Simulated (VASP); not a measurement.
Write the native input for VASP 6.6.1 that does the following.

- Task: single point
- Functional: revPBE
- Potentials or basis: VASP PAW PBE potentials, release 64 (Cl, Na_pv)
- Cutoff: 520 eV
- k mesh: 8 × 8 × 8
- Occupations: fermi-dirac, width 0.05 eV
- Spin: no spin polarisation
- Dipole correction: no
- Further INCAR settings: ALGO = Normal; EDIFF = 1e-07; NBANDS = 14

The structure of NaCl lies in POSCAR:

```
NaCl
1.0
    0.0000000000      2.9120568630      2.9120568630
    2.9120568630      0.0000000000      2.9120568630
    2.9120568630      2.9120568630      0.0000000000
Cl Na
1 1
Direct
    0.5000000000      0.5000000000      0.5000000000
    0.0000000000      0.0000000000      0.0000000000
```

The input as run:

INCAR

```
ALGO     = Normal         # electronic algorithm
EDIFF    = 1E-7           # SCF threshold, eV
ENCUT    = 520            # plane-wave cutoff, eV
GGA      = RE             # functional
ISIF     = 2              # what is computed and relaxed
ISMEAR   = -1             # smearing method
LASPH    = T              # aspherical terms in the spheres
LCHARG   = F              # write CHGCAR
LREAL    = F              # projectors in reciprocal space
LWAVE    = F              # write WAVECAR
NBANDS   = 14             # bands
NELM     = 100            # most SCF steps
PREC     = Accurate       # precision mode
SIGMA    = 0.05           # smearing width, eV
```

KPOINTS

```
k-points
0
Gamma
  8 8 8
```

Potentials or basis: VASP PAW PBE potentials, release 64 (Cl, Na_pv).

Command:

```sh
$ cat potpaw_PBE.64/Cl/POTCAR potpaw_PBE.64/Na_pv/POTCAR > POTCAR
$ mpirun -np 1 vasp_std > vasp.out
```

It gave:

| Quantity | Value |
| --- | --- |
| Pressure | 0.0 GPa |
| Band gap on the k mesh | 5.04 eV, direct |

Caveat: the PAW data sets were made with another functional, which shifts forces and pressure a little.

Run time: 16 s on 1 thread of Intel Xeon 6975P-C, on a shared host, peak memory 0.17 GiB.
